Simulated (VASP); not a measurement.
Crystal: Lu.

```
Lu
1.0
     3.45576    0.00000    0.00000
    -1.72788    2.99277    0.00000
     0.00000    0.00000    5.47588
Lu
2
Direct
  0.66667 0.33333 0.75000
  0.33333 0.66667 0.25000
```

Base run:

| Property | Result |
| --- | --- |
| Program | VASP 6.6.1 |
| Functional | PBEsol |
| Potentials or basis | VASP PAW PBE potentials, release 64 (Lu) |
| Cutoff | 520 eV |
| k mesh | 9 × 9 × 5 |
| Occupations | fermi-dirac, width 0.05 eV |
| Spin | no spin polarisation |

Its results: band gap on the k mesh zero (bands 25 and 26 overlap by 1.46 eV); pressure -1.2 GPa.

Question: The run is repeated on the same cell with these changes: functional from PBEsol to r2SCAN; further incar settings from ALGO = Normal; EDIFF = 1e-06; NBANDS = 32 to ALGO = Normal; EDIFF = 1e-07; NBANDS = 32. What comes out?

Answer: Band gap on the k mesh zero (bands 25 and 26 overlap by 1.61 eV); pressure 1.7 GPa.

Caveats: the PAW data sets were made with another functional, which shifts forces and pressure a little; spin-orbit coupling is left out, which moves the levels of the heavy elements.
